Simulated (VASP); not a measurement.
A run of VASP 6.6.1:

INCAR

```
SYSTEM = ScF3
ALGO = Normal
EDIFF = 1E-6
ENCUT = 520
GGA = CA
ISIF = 2
ISMEAR = 0
LASPH = .TRUE.
LCHARG = .FALSE.
LREAL = .FALSE.
LWAVE = .FALSE.
NBANDS = 24
NELM = 60
PREC = Accurate
SIGMA = 0.05
```

Contents of KPOINTS:

```
k-points
0
G
  6 6 6
  0 0 0
```

The input POSCAR:

```
ScF3
1.0
    4.0124500000      0.0000000000      0.0000000000
    0.0000000000      4.0124500000      0.0000000000
    0.0000000000      0.0000000000      4.0124500000
Sc F
1 3
Direct
    0.0000000000      0.0000000000      0.0000000000
    0.4937693928      0.0000000000      0.0000000000
   -0.0062306072      0.5000000000      0.0000000000
   -0.0062306072      0.0000000000      0.5000000000
```

Potentials or basis: VASP PAW LDA potentials, release 64 (Sc_sv, F).

Launch:

```console
$ cat potpaw_LDA.64/Sc_sv/POTCAR potpaw_LDA.64/F/POTCAR > POTCAR
$ mpirun -np 1 vasp_std > vasp.out
```

Hardware: 1 thread of Intel(R) Xeon(R) Platinum 8488C (Sapphire Rapids), with other jobs on the host.

Task: How long does it take, and how much memory?

Result: Wall time 40 s on 1 thread of Intel(R) Xeon(R) Platinum 8488C (Sapphire Rapids), with other jobs on the host, peak memory 0.17 GiB. Counts: scf iterations 15, k points 40.
